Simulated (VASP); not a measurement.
Write the native input for VASP 6.6.1 that does the following.

```yaml
Task: single point
Functional: PBE
Potentials_or_basis: VASP PAW PBE potentials, release 64 (Zn, S, O)
Cutoff: 520 eV
k_mesh: 3 × 2 × 2
Occupations: fermi-dirac, width 0.01 eV
Spin: no spin polarisation
Dipole_correction: no
Further_INCAR_settings: LREAL = Auto; ALGO = Normal; EDIFF = 1e-06; NBANDS = 246
```

The structure of Zn24SO23 (a cell with a defect) lies in POSCAR:

```
Zn24SO23
1.0
    6.4986160000      0.0000000000      0.0000000000
   -4.8739620000      8.4419498181      0.0000000000
    0.0000000000      0.0000000000     10.4114180000
Zn S O
24 1 23
Direct
    0.1666666666      0.2222222222      0.2500000000
    0.1666666666      0.2222222222      0.7500000000
    0.1666666666      0.5555555556      0.2500000000
    0.1666666666      0.5555555556      0.7500000000
    0.1666666666      0.8888888889      0.2500000000
    0.1666666666      0.8888888889      0.7500000000
    0.6666666666      0.2222222222      0.2500000000
    0.6666666666      0.2222222222      0.7500000000
    0.6666666666      0.5555555556      0.2500000000
    0.6666666666      0.5555555556      0.7500000000
    0.6666666666      0.8888888889      0.2500000000
    0.6666666666      0.8888888889      0.7500000000
    0.3333333334      0.1111111111      0.0000000000
    0.3333333334      0.1111111111      0.5000000000
    0.3333333334      0.4444444444      0.0000000000
    0.3333333334      0.4444444444      0.5000000000
    0.3333333334      0.7777777778      0.0000000000
    0.3333333334      0.7777777778      0.5000000000
    0.8333333334      0.1111111111      0.0000000000
    0.8333333334      0.1111111111      0.5000000000
    0.8333333334      0.4444444444      0.0000000000
    0.8333333334      0.4444444444      0.5000000000
    0.8333333334      0.7777777778      0.0000000000
    0.8333333334      0.7777777778      0.5000000000
    0.3333333334      0.1111111111      0.1895050000
    0.3333333334      0.1111111111      0.6895050000
    0.3333333334      0.4444444444      0.1895050000
    0.3333333334      0.4444444444      0.6895050000
    0.3333333334      0.7777777778      0.1895050000
    0.3333333334      0.7777777778      0.6895050000
    0.8333333334      0.1111111111      0.1895050000
    0.8333333334      0.1111111111      0.6895050000
    0.8333333334      0.4444444444      0.1895050000
    0.8333333334      0.4444444444      0.6895050000
    0.8333333334      0.7777777778      0.1895050000
    0.8333333334      0.7777777778      0.6895050000
    0.1666666666      0.2222222222      0.4395050000
    0.1666666666      0.2222222222      0.9395050000
    0.1666666666      0.5555555556      0.4395050000
    0.1666666666      0.5555555556      0.9395050000
    0.1666666666      0.8888888889      0.4395050000
    0.1666666666      0.8888888889      0.9395050000
    0.6666666666      0.2222222222      0.4395050000
    0.6666666666      0.2222222222      0.9395050000
    0.6666666666      0.5555555556      0.4395050000
    0.6666666666      0.5555555556      0.9395050000
    0.6666666666      0.8888888889      0.4395050000
    0.6666666666      0.8888888889      0.9395050000
```

One way to write it, as run:

INCAR

```
PREC = Accurate
ENCUT = 520
EDIFF = 1E-6
ISMEAR = -1
SIGMA = 0.01
LREAL = Auto
LASPH = T
NELM = 100
ALGO = Normal
ISIF = 2
LWAVE = F
LCHARG = F
GGA = PE
NBANDS = 246
```

KPOINTS

```
regular mesh
0
Gamma
  3 2 2
```

Potentials or basis: VASP PAW PBE potentials, release 64 (Zn, S, O).

Launch:

```bash
$ cat potpaw_PBE.64/Zn/POTCAR potpaw_PBE.64/S/POTCAR potpaw_PBE.64/O/POTCAR > POTCAR
$ mpirun -np 1 vasp_std > vasp.out
```

It gave:

```json
{
 "Pressure": "10.2 GPa",
 "Largest force": "4.514 eV/Å",
 "Band gap on the k mesh": "0.90 eV"
}
```

It took 38 min on 1 thread of Intel(R) Xeon(R) 6975P-C (Granite Rapids) (shared host), peak memory 1 GiB.
